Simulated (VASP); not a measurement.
## Sb: single point with PBEsol

Sb:

```
CELL_PARAMETERS angstrom
2.21512 1.27890 3.68784
-2.21512 1.27890 3.68784
0.00000 -2.55780 3.68784
ATOMIC_POSITIONS crystal
Sb 0.23364 0.23364 0.23364
Sb 0.76636 0.76636 0.76636
```

This cell differs from its parent crystal: strain +0.030 along x and y, -0.015 along z.

| Property | Result |
| --- | --- |
| Program | VASP 6.6.1 |
| Task | single point |
| Functional | PBEsol |
| Potentials or basis | VASP PAW PBE potentials, release 64 (Sb) |
| Cutoff | 520 eV |
| k mesh | 12 × 12 × 12 |
| Occupations | gaussian, width 0.15 eV |
| Spin | no spin polarisation |

The pressure is -2.2 GPa, the largest force is 0.070 eV/Å and the band gap on the k mesh is zero (bands 5 and 6 overlap by 0.14 eV).

Forces on the atoms (eV/Å):
```
Sb   0.000  0.000  0.070
Sb   0.000  0.000 -0.070
```

Stress tensor (GPa, compression positive):
```
-2.74  0.00  0.00
 0.00 -2.74  0.00
 0.00  0.00 -1.02
```

Levels at points of the mesh, in eV from the Fermi level:
```
           k point  band 2  band 3  band 4  band 5  band 6  band 7  band 8  band 9
(0.00, 0.00, 0.00)   -4.82   -1.72   -1.72   -1.49    2.23    2.83    2.83    5.07
(0.50, 0.00, 0.00)   -9.37   -1.69   -1.32   -0.14   -0.12    0.58    0.61    7.86
(0.50, 0.50, 0.00)   -7.78   -5.10   -3.50   -3.29    1.73    4.99    5.44    6.83
(0.50, 0.50, 0.50)   -8.61   -1.25   -1.25   -0.71    0.11    0.11    0.96    7.23
```

Run time: 2.2 min on 1 thread of Intel Xeon 8259CL, with other jobs on the host, peak memory 0.28 GiB.

Caveat: the cell differs from its parent crystal (strain +0.030 along x and y, -0.015 along z); the PAW data sets were made with another functional, which shifts forces and pressure a little; spin-orbit coupling is left out, which moves the levels of the heavy elements.
